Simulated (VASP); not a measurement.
Set up this calculation in VASP 6.6.1, as the native input.

```yaml
Task: relaxation of cell and atoms
Functional: PBEsol
Potentials_or_basis: VASP PAW PBE potentials, release 64 (N, B)
Cutoff: 600 eV
k_mesh: 13 × 13 × 13
Occupations: fermi-dirac, width 0.05 eV
Spin: no spin polarisation
Dipole_correction: no
Further_INCAR_settings: ALGO = Normal; EDIFF = 1e-06; IBRION = 2; EDIFFG = -0.01; NSW = 80; ISIF = 3
```

The structure of BN lies in POSCAR:

```
BN
1.0
    0.0000000000      1.8130010000      1.8130010000
    1.8130010000      0.0000000000      1.8130010000
    1.8130010000      1.8130010000      0.0000000000
N B
1 1
Direct
    0.2500000000      0.2500000000      0.2500000000
    0.0000000000      0.0000000000      0.0000000000
```

One way to write it, as run:

INCAR

```
  ALGO = Normal
  EDIFF = 1E-6
  EDIFFG = -0.01
  ENCUT = 600
  GGA = PS
  IBRION = 2
  ISIF = 3
  ISMEAR = -1
  LASPH = True
  LCHARG = False
  LREAL = False
  LWAVE = False
  NELM = 100
  NSW = 80
  PREC = Accurate
  SIGMA = 0.05
```

KPOINTS

```
k-points
0
Gamma
  13 13 13
```

Potentials or basis: VASP PAW PBE potentials, release 64 (N, B).

Command:

```sh
$ cat potpaw_PBE.64/N/POTCAR potpaw_PBE.64/B/POTCAR > POTCAR
$ mpirun -np 1 vasp_std > vasp.out
```

Results of the run:

```yaml
Relaxed_volume: 5.86 Å³/atom
Relaxed_cell: a = 2.550 Å, b = 2.550 Å, c = 2.550 Å, α = 60.00°, β = 60.00°, γ = 60.00°
Space_group_after_relaxing_to_0.05_Å: F-43m (No. 216)
Energy_gained_by_relaxing: 1.8 meV/atom
Ionic_steps: 3
Pressure_after_relaxing: 0.0 GPa
Band_gap_on_the_k_mesh: 4.36 eV, indirect (least direct gap 8.79 eV)
```

Caveat: the PAW data sets were made with another functional, which shifts forces and pressure a little.

Run time: 22 s on 1 thread of Intel(R) Xeon(R) Platinum 8375C CPU @ 2.90GHz (Ice Lake), with other jobs on the host, peak memory 0.12 GiB.
